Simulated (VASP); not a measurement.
Runs of VASP 6.6.1 on Rh. The structure is that of space group Fm-3m (No. 225), or close to it. The cells are those of the table. 

```csv
potentials or basis,cell,k mesh,cutoff (eV),smearing,second run,gap on the mesh (eV),pressure (GPa)
"VASP PAW PBE potentials, release 64 (Rh_pv)","a = 2.691 Å, angles 60.0°, 1 atom",8 × 8 × 8,520,gaussian 0.1 eV,-,none,(a)
"VASP PAW PBE potentials, release 64 (Rh_pv)","a = 2.687 Å, angles 60.0°, 1 atom",24 × 24 × 24,520,gaussian 0.1 eV,-,none,1.2
"VASP PAW PBE potentials, release 64 (Rh_sv_GW)","a = 2.691 Å, angles 60.0°, 1 atom",8 × 8 × 8,580,gaussian 0.1 eV,valence_matched,none,-2.2
"VASP PAW PBE potentials, release 64 (Rh_sv_GW)","a = 2.690 Å, angles 60.0°, 1 atom",24 × 24 × 24,580,fermi-dirac 0.15 eV,valence_matched,none,-1.6
"VASP PAW PBE potentials, release 64 (Rh_pv)","a = 2.690 Å, angles 60.0°, 1 atom",24 × 24 × 24,520,fermi-dirac 0.15 eV,-,none,(b)
```

Alike in all rows: task single point; level r2SCAN; no spin polarisation.

Q: Fill in the values left out.

A: (a) 0.6; (b) 1.1.

Caveats: the PAW data sets were made with another functional, which shifts forces and pressure a little.

A k mesh can miss the band edges, and the runs leave out spin-orbit coupling on Rh.

A gap of «none» marks levels without a gap at the run's occupations.

The runs don't all hold the same shells in valence.
